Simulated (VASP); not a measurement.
# Te2Pb3Se (P-3m1) in VASP: further runs

Runs on Te2Pb3Se. Level: PBE. Tasks: relaxation of shape and atoms at fixed volume, single point.

All numbers are computed with VASP 6.6.1; they aren't measurements. Logs are shortened: lines on timing, memory, paths and dates and some standing lists are left out, and cuts for length are marked.

## 1. The cell of the first run

The structure is trigonal, space group P-3m1 (No. 164). The conventional cell has a = 4.372 Å, b = 4.372 Å, c = 10.698 Å, α = 90.00°, β = 90.00°, γ = 120.00°. Te (site symmetry 3m) has 6 Pb at 3.13 to 3.14 Å within 4.1 Å. Within 4.2 Å of Pb (site symmetry 3m) lie 3 Se at 3.00 Å and 3 Te at 3.14 Å and 3 Pb at 4.12 Å. Pb (site symmetry -3m) has 6 Te at 3.13 Å within 4.1 Å. Se (site symmetry -3m) has 6 Pb at 3.00 Å within 4.0 Å.

## 2. Relaxation of shape and atoms at fixed volume, PBE (29.51 Å³/atom)

Input file INCAR:

```
SYSTEM = Te2Pb3Se
  PREC = Accurate
  ENCUT = 600
  EDIFF = 1E-6
  ISMEAR = 0
  SIGMA = 0.02
  LREAL = .False.
  LASPH = .True.
  NELM = 60
  ALGO = Normal
  ISIF = 4
  LWAVE = .False.
  LCHARG = .False.
  GGA = PE
  IBRION = 2
  NSW = 50
  EDIFFG = -0.01
```

Input file KPOINTS:

```
Automatic mesh
0
Gamma
  6 6 4
  0 0 0
```

Input file POSCAR:

```
Te2Pb3Se
1.0
    4.3716658447      0.0000000000      0.0000000000
   -2.1858329224      3.7859736784      0.0000000000
    0.0000000000      0.0000000000     10.6979518229
Te Pb Se
2 3 1
Direct
    0.3333333333      0.6666666667      0.6737696906
    0.6666666667      0.3333333333      0.3262303094
    0.6666666667      0.3333333333      0.8479622227
    0.0000000000      0.0000000000      0.5000000000
    0.3333333333      0.6666666667      0.1520377773
    0.0000000000      0.0000000000      0.0000000000
```

Potentials or basis: VASP PAW PBE potentials, release 64 (Te, Pb_d, Se).

Launch:

```console
cat potpaw_PBE.64/Te/POTCAR potpaw_PBE.64/Pb_d/POTCAR potpaw_PBE.64/Se/POTCAR > POTCAR
mpirun -np 1 vasp_std > vasp.out
```

OUTCAR:

```text
SYSTEM = Te2Pb3Se
   PREC = Accurate
   ENCUT = 600
   EDIFF = 1E-6
   ISMEAR = 0
   LREAL = .False.
   LASPH = .True.
   NELM = 60
   ISIF = 4
   GGA = PE
   IBRION = 2
   NSW = 50
   EDIFFG = -0.01

 ion  position               nearest neighbor table
   1  0.333  0.667  0.674-   4 3.13   4 3.13   4 3.13   3 3.14   3 3.14   3 3.14
   2  0.667  0.333  0.326-   4 3.13   4 3.13   4 3.13   5 3.14   5 3.14   5 3.14
   3  0.667  0.333  0.848-   6 3.00   6 3.00   6 3.00   1 3.14   1 3.14   1 3.14   5 4.12   5 4.12
                             5 4.12
   4  0.000  0.000  0.500-   1 3.13   2 3.13   2 3.13   1 3.13   2 3.13   1 3.13
   5  0.333  0.667  0.152-   6 3.00   6 3.00   6 3.00   2 3.14   2 3.14   2 3.14   3 4.12   3 4.12
                             3 4.12
   6  0.000  0.000  0.000-   3 3.00   5 3.00   3 3.00   5 3.00   3 3.00   5 3.00

  LATTYP: Found a hexagonal cell.
 ALAT       =     4.3716658447
 C/A-ratio  =     2.4471110563

  Lattice vectors:

 A1 = (   4.3716658447,   0.0000000000,   0.0000000000)
 A2 = (  -2.1858329224,   3.7859736784,   0.0000000000)
 A3 = (   0.0000000000,   0.0000000000,  10.6979518229)

Analysis of symmetry for initial positions (statically):
=====================================================================
 Subroutine PRICEL returns:
 Original cell was already a primitive cell.

 Routine SETGRP: Setting up the symmetry group for a
 hexagonal supercell.

 Subroutine GETGRP returns: Found 12 space group operations
 (whereof 12 operations were pure point group operations)
 out of a pool of 24 trial point group operations.

The static configuration has the point symmetry D_3d.

Analysis of symmetry for dynamics (positions and initial velocities):
=====================================================================
 Subroutine PRICEL returns:
 Original cell was already a primitive cell.

 Routine SETGRP: Setting up the symmetry group for a
 hexagonal supercell.

 Subroutine GETGRP returns: Found 12 space group operations
 (whereof 12 operations were pure point group operations)
 out of a pool of 24 trial point group operations.
[... 169 lines left out ...]

 VOLUME and BASIS-vectors are now :
 -----------------------------------------------------------------------------
  energy-cutoff  :      600.00
  volume of cell :      177.06
      direct lattice vectors                 reciprocal lattice vectors
     4.371665845  0.000000000  0.000000000     0.228745754  0.132066423  0.000000000
    -2.185832922  3.785973678  0.000000000     0.000000000  0.264132845  0.000000000
     0.000000000  0.000000000 10.697951823     0.000000000  0.000000000  0.093475837

 POSITION                                       TOTAL-FORCE (eV/Angst)
 -----------------------------------------------------------------------------------
     -0.00000      2.52398      7.20796        -0.000000      0.000000      0.003176
      2.18583      1.26199      3.49000         0.000000     -0.000000     -0.003176
      2.18583      1.26199      9.07146        -0.000000     -0.000000      0.011671
      0.00000      0.00000      5.34898         0.000000      0.000000      0.000000
     -0.00000      2.52398      1.62649         0.000000      0.000000     -0.011671
      0.00000      0.00000      0.00000         0.000000      0.000000      0.000000
 -----------------------------------------------------------------------------------
    total drift:                                0.000000      0.000000      0.000000

  FREE ENERGIE OF THE ION-ELECTRON SYSTEM (eV)
  ---------------------------------------------------
  free  energy   TOTEN  =       -22.7369673237 eV

  energy  without entropy=      -22.7369673237  energy(sigma->0) =      -22.73696732

--------------------------------------- Ionic step        2  -------------------------------------------

 number of electron      59.9999998 magnetization

 Free energy of the ion-electron system (eV)
  ---------------------------------------------------
  ext. energy  EPLUGINS =         0.00000000
  ---------------------------------------------------
  free energy    TOTEN  =       -22.73698136 eV

  energy without entropy =      -22.73698136  energy(sigma->0) =      -22.73698136

 E-fermi :   6.7188     XC(G=0):  -9.7527

 val. band max:        6.6003863307   @ k =   0.0000   0.0000   0.5000
 cond. band min:       6.9589344830   @ k =   0.5000   0.0000   0.5000
 fundamental gap:      0.3585481523
 Fermi energy:         6.7188021959

 k-point     1 :       0.0000    0.0000    0.0000
  band No.  band energies     occupation
      1     -10.3931      2.00000
      2     -10.3931      2.00000
      3     -10.3868      2.00000
      4     -10.3868      2.00000
      5     -10.3709      2.00000
      6     -10.3709      2.00000
[... 925 lines left out ...]
     35      10.7429      0.00000
     36      11.3942      0.00000

------------------------ aborting loop because EDIFF is reached ----------------------------------------

  FORCE on cell =-STRESS in cart. coord.  units (eV):
  Direction    XX          YY          ZZ          XY          YZ          ZX
  --------------------------------------------------------------------------------------
  -------------------------------------------------------------------------------------
  Total        7.7295352      7.7295352      7.7081616     -0.0000000      0.0000000      0.0000000
  in kB       69.9421175     69.9421175     69.7487148     -0.0000000      0.0000000      0.0000000
  external PRESSURE =      69.8776499 kB  Pullay stress =       0.0000000 kB

 VOLUME and BASIS-vectors are now :
 -----------------------------------------------------------------------------
  energy-cutoff  :      600.00
  volume of cell :      177.06
      direct lattice vectors                 reciprocal lattice vectors
     4.371878190 -0.000000000  0.000000000     0.228734644  0.132060008 -0.000000000
    -2.185939095  3.786157575 -0.000000000     0.000000000  0.264120016 -0.000000000
     0.000000000  0.000000000 10.696912633    -0.000000000 -0.000000000  0.093484918

 POSITION                                       TOTAL-FORCE (eV/Angst)
 -----------------------------------------------------------------------------------
     -0.00000      2.52411      7.20741         0.000000     -0.000000      0.003835
      2.18594      1.26205      3.48950        -0.000000      0.000000     -0.003835
      2.18594      1.26205      9.07114         0.000000     -0.000000      0.007209
      0.00000     -0.00000      5.34846        -0.000000     -0.000000      0.000000
     -0.00000      2.52411      1.62577        -0.000000      0.000000     -0.007209
      0.00000     -0.00000      0.00000        -0.000000     -0.000000      0.000000
 -----------------------------------------------------------------------------------
    total drift:                                0.000000     -0.000000      0.000000

  FREE ENERGIE OF THE ION-ELECTRON SYSTEM (eV)
  ---------------------------------------------------
  free  energy   TOTEN  =       -22.7369813629 eV

  energy  without entropy=      -22.7369813629  energy(sigma->0) =      -22.73698136

 reached required accuracy - stopping structural energy minimisation
```

Run time: 2.8 min. Hardware: 1 thread of AMD EPYC 9R45 (Zen 5), shared host; peak memory 0.43 GiB.

What came out:

```yaml
Free_energy: -22.7370 eV
Energy_gained_by_relaxing: 0.0 meV/atom
Ionic_steps: 2
Pressure_after_relaxing: 7.0 GPa
Largest_force_after_relaxing: 0.007 eV/Å
Band_gap_on_the_k_mesh: 0.36 eV (least direct gap 0.38 eV)
```

Forces on the atoms (eV/Å):
```
Te   0.000  0.000  0.004
Te   0.000  0.000 -0.004
Pb   0.000  0.000  0.007
Pb   0.000  0.000  0.000
Pb   0.000  0.000 -0.007
Se   0.000  0.000  0.000
```

Final structure:
```
CELL_PARAMETERS angstrom
4.37188 0.00000 0.00000
-2.18594 3.78616 0.00000
0.00000 0.00000 10.69691
ATOMIC_POSITIONS crystal
Te 0.33333 0.66667 0.67378
Te 0.66667 0.33333 0.32622
Pb 0.66667 0.33333 0.84801
Pb 0.00000 0.00000 0.50000
Pb 0.33333 0.66667 0.15199
Se 0.00000 0.00000 0.00000
```

Levels at points of the mesh, in eV from the valence-band top:
| k point | band 26 | band 27 | band 28 | band 29 | band 30 | band 31 | band 32 | band 33 | band 34 | band 35 |
| --- | --- | --- | --- | --- | --- | --- | --- | --- | --- | --- |
| (0.00, 0.00, 0.00) | -1.48 | -1.29 | -1.29 | -0.63 | -0.57 | 1.25 | 1.47 | 1.72 | 1.72 | 1.83 |
| (0.50, 0.00, 0.00) | -2.87 | -2.34 | -2.00 | -1.61 | -1.58 | 1.97 | 2.02 | 2.32 | 2.57 | 2.98 |
| (0.00, 0.00, 0.50) | -1.49 | -1.25 | -1.19 | -1.19 | 0.00 | 0.42 | 1.13 | 1.13 | 2.89 | 3.04 |
| (0.50, 0.00, 0.50) | -2.92 | -2.86 | -1.39 | -1.34 | -0.02 | 0.36 | 1.15 | 1.16 | 3.39 | 3.66 |

Caveat: spin-orbit coupling is left out, which moves the levels of the heavy elements. A k mesh can miss the band edges.

(Part 1 of 2 ends here.)
